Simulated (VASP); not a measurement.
# ZrTi2C3 (P-3m1) in VASP: further runs, part 2 of 2

VASP 6.6.1. Earlier steps stand in the parts before.

## 3. Relaxation of cell and atoms, PBE

The input, INCAR:

```
SYSTEM = ZrTi2C3
PREC = Accurate
ENCUT = 600
EDIFF = 1E-6
ISMEAR = 0
SIGMA = 0.1
LREAL = .False.
LASPH = .True.
NELM = 80
ALGO = Normal
ISIF = 3
LWAVE = .False.
LCHARG = .False.
GGA = PE
IBRION = 2
NSW = 100
EDIFFG = -0.01
```

The input, KPOINTS:

```
regular mesh
0
Gamma
  12 12 6
  0 0 0
```

The input, POSCAR:

```
ZrTi2C3
1.0
    3.1699076503      0.0000000000      0.0000000000
   -1.5849538251      2.7452205528      0.0000000000
    0.0000000000      0.0000000000      7.6888804748
Zr Ti C
1 2 3
Direct
    0.0000000000      0.0000000000      0.5000000000
    0.3333333333      0.6666666667      0.1594244691
    0.6666666667      0.3333333333      0.8405755309
    0.3333333333      0.6666666667      0.6818646394
    0.6666666667      0.3333333333      0.3181353606
    0.0000000000      0.0000000000      0.0000000000
```

Potentials or basis: VASP PAW PBE potentials, release 64 (Zr_sv, Ti_sv, C).

Command:

```console
cat potpaw_PBE.64/Zr_sv/POTCAR potpaw_PBE.64/Ti_sv/POTCAR potpaw_PBE.64/C/POTCAR > POTCAR
mpirun -np 1 vasp_std > vasp.out
```

OUTCAR:

```text
SYSTEM = ZrTi2C3
   PREC = Accurate
   ENCUT = 600
   EDIFF = 1E-6
   ISMEAR = 0
   LREAL = .False.
   LASPH = .True.
   NELM = 80
   ISIF = 3
   GGA = PE
   IBRION = 2
   NSW = 100
   EDIFFG = -0.01

 ion  position               nearest neighbor table
   1  0.000  0.000  0.500-   4 2.30   5 2.30   4 2.30   5 2.30   5 2.30   4 2.30   2 3.19   3 3.19
                             2 3.19   3 3.19   2 3.19   3 3.19
   2  0.333  0.667  0.159-   5 2.20   5 2.20   5 2.20   6 2.20   6 2.20   6 2.20   1 3.19   1 3.19
                             1 3.19
   3  0.667  0.333  0.841-   4 2.20   4 2.20   4 2.20   6 2.20   6 2.20   6 2.20   1 3.19   1 3.19
                             1 3.19
   4  0.333  0.667  0.682-   3 2.20   3 2.20   3 2.20   1 2.30   1 2.30   1 2.30
   5  0.667  0.333  0.318-   2 2.20   2 2.20   2 2.20   1 2.30   1 2.30   1 2.30
   6  0.000  0.000  0.000-   2 2.20   3 2.20   2 2.20   3 2.20   3 2.20   2 2.20

  LATTYP: Found a hexagonal cell.
 ALAT       =     3.1699076503
 C/A-ratio  =     2.4255850085

  Lattice vectors:

 A1 = (   3.1699076503,   0.0000000000,   0.0000000000)
 A2 = (  -1.5849538251,   2.7452205528,   0.0000000000)
 A3 = (   0.0000000000,   0.0000000000,   7.6888804748)

Analysis of symmetry for initial positions (statically):
=====================================================================
 Subroutine PRICEL returns:
 Original cell was already a primitive cell.

 Routine SETGRP: Setting up the symmetry group for a
 hexagonal supercell.

 Subroutine GETGRP returns: Found 12 space group operations
 (whereof 12 operations were pure point group operations)
 out of a pool of 24 trial point group operations.

The static configuration has the point symmetry D_3d.

Analysis of symmetry for dynamics (positions and initial velocities):
=====================================================================
 Subroutine PRICEL returns:
 Original cell was already a primitive cell.

[... 141 lines left out ...]
   LHFCALC =     F    Hartree Fock is set to
   AEXX    =    0.0000 exact exchange contribution
   IVDW    =     0    specifies the selected vdW correction
   LEPSILON=     F    determine dielectric tensor
   LRPA    =     F    only Hartree local field effects (RPA)
 conjugate gradient relaxation of ions
 non-spin polarized calculation
 Gauss-broadening in eV      SIGMA  =   0.10
  energy-cutoff  :      600.00
  volume of cell :       66.91
 maximum number of plane-waves:      2260
 NGX is ok and might be reduce to    28
   NGX = 13   NGY = 13   NGZ = 31

--------------------------------------- Ionic step        1  -------------------------------------------

 number of electron      47.9999996 magnetization

 Free energy of the ion-electron system (eV)
  ---------------------------------------------------
  ext. energy  EPLUGINS =         0.00000000
  ---------------------------------------------------
  free energy    TOTEN  =       -56.55280676 eV

  energy without entropy =      -56.54849819  energy(sigma->0) =      -56.55065248

------------------------ aborting loop because EDIFF is reached ----------------------------------------

  FORCE on cell =-STRESS in cart. coord.  units (eV):
  Direction    XX          YY          ZZ          XY          YZ          ZX
  --------------------------------------------------------------------------------------
  -------------------------------------------------------------------------------------
  Total       -0.1891843     -0.1891843      0.3941940     -0.0000000      0.0000000     -0.0000000
  in kB       -4.5301108     -4.5301108      9.4391672     -0.0000000      0.0000000     -0.0000000
  external PRESSURE =       0.1263152 kB  Pullay stress =       0.0000000 kB
[... 107 lines left out ...]
--------------------------------------- Ionic step        4  -------------------------------------------

 number of electron      47.9999996 magnetization

 Free energy of the ion-electron system (eV)
  ---------------------------------------------------
  ext. energy  EPLUGINS =         0.00000000
  ---------------------------------------------------
  free energy    TOTEN  =       -56.55384397 eV

  energy without entropy =      -56.54962081  energy(sigma->0) =      -56.55173239

 E-fermi :   9.4527     XC(G=0): -12.4584

 val. band max:        9.4484225833   @ k =   0.0833   0.0000   0.0000
 cond. band min:       9.4639492909   @ k =   0.5000  -0.0000   0.0000
 fundamental gap:      0.0155267077
 Fermi energy:         9.4527020393

 k-point     1 :       0.0000    0.0000    0.0000
  band No.  band energies     occupation
      1     -47.2513      2.00000
      2     -47.2161      2.00000
      3     -38.4782      2.00000
      4     -23.6309      2.00000
      5     -23.4098      2.00000
      6     -23.3683      2.00000
[... 733 lines left out ...]
     27      11.2005      0.00000
     28      11.5449      0.00000

 [... further k-points ...]

------------------------ aborting loop because EDIFF is reached ----------------------------------------

  FORCE on cell =-STRESS in cart. coord.  units (eV):
  Direction    XX          YY          ZZ          XY          YZ          ZX
  --------------------------------------------------------------------------------------
  -------------------------------------------------------------------------------------
  Total        0.0137548      0.0137548     -0.0026585      0.0000000      0.0000000     -0.0000000
  in kB        0.3293501      0.3293501     -0.0636556      0.0000000      0.0000000     -0.0000000
  external PRESSURE =       0.1983482 kB  Pullay stress =       0.0000000 kB
[... 21 lines left out ...]
  FREE ENERGIE OF THE ION-ELECTRON SYSTEM (eV)
  ---------------------------------------------------
  free  energy   TOTEN  =       -56.5538439723 eV

  energy  without entropy=      -56.5496208107  energy(sigma->0) =      -56.55173239

 reached required accuracy - stopping structural energy minimisation
```

OSZICAR:

```text
N       E                     dE             d eps       ncg     rms          rms(c)
DAV:   1     0.649955485718E+03    0.64996E+03   -0.26514E+04  5600   0.220E+03
DAV:   2     0.361838026698E+02   -0.61377E+03   -0.59859E+03  5672   0.617E+02
DAV:   3    -0.637477844428E+02   -0.99932E+02   -0.96249E+02  9576   0.196E+02
[... 32 lines left out ...]
DAV:   1    -0.565536627746E+02    0.15244E-03   -0.14021E-02  6920   0.198E+00    0.417E-02
DAV:   2    -0.565538483752E+02   -0.18560E-03   -0.22317E-03  5764   0.335E-01    0.258E-02
DAV:   3    -0.565538461051E+02    0.22701E-05   -0.85695E-05  7348   0.787E-02    0.142E-02
DAV:   4    -0.565538441511E+02    0.19540E-05   -0.60711E-06  6612   0.248E-02    0.602E-03
DAV:   5    -0.565538439723E+02    0.17872E-06   -0.14060E-06  4004   0.120E-02
   4 F= -.56553844E+02 E0= -.56551732E+02  d E =-.288171E-04
```

Wall time 14 min (1 thread of Intel Xeon 8259CL, shared host); peak memory 0.39 GiB.

Results:

* Free energy: -56.5538 eV
* Energy gained by relaxing: 0.2 meV/atom
* Ionic steps: 4
* Pressure after relaxing: 0.0 GPa
* Largest force after relaxing: 0.006 eV/Å
* Band gap on the k mesh: zero (bands 24 and 25 overlap by 1.15 eV)

Forces in eV/Å, atoms in the order of the input:
```
Zr   0.000  0.000  0.000
Ti   0.000  0.000 -0.006
Ti   0.000  0.000  0.006
C    0.000  0.000 -0.006
C    0.000  0.000  0.006
C    0.000  0.000  0.000
```

Step by step:
| step | energy change (eV) | largest force (eV/Å) | pressure (GPa) | volume (Å³) |
| --- | --- | --- | --- | --- |
| 1 | 0.0000 | 0.0551 | 0.01 | 66.91 |
| 2 | -0.0010 | 0.0357 | 0.01 | 66.92 |
| 3 | -0.0010 | 0.0268 | -0.01 | 66.92 |
| 4 | -0.0010 | 0.0063 | 0.02 | 66.91 |

Final structure:
```
Zr Ti C
1.0
     3.16518    0.00000    0.00000
    -1.58259    2.74113    0.00000
     0.00000    0.00000    7.71223
Zr Ti C
1 2 3
Direct
  0.00000 0.00000 0.50000
  0.33333 0.66667 0.15935
  0.66667 0.33333 0.84065
  0.33333 0.66667 0.68154
  0.66667 0.33333 0.31846
  0.00000 0.00000 0.00000
```

Levels at points of the mesh, in eV from the Fermi level:
| k point | band 22 | band 23 | band 24 | band 25 | band 26 | band 27 |
| --- | --- | --- | --- | --- | --- | --- |
| (0.00, 0.00, 0.00) | 0.71 | 0.71 | 0.78 | 1.34 | 1.34 | 1.42 |
| (0.50, 0.00, 0.00) | -2.26 | -1.68 | -0.10 | 0.01 | 2.13 | 2.45 |
| (0.00, 0.00, 0.50) | -0.97 | -0.73 | -0.73 | 1.07 | 1.07 | 1.66 |
| (0.50, 0.00, 0.50) | -2.12 | -1.25 | -1.07 | 0.64 | 0.83 | 2.66 |
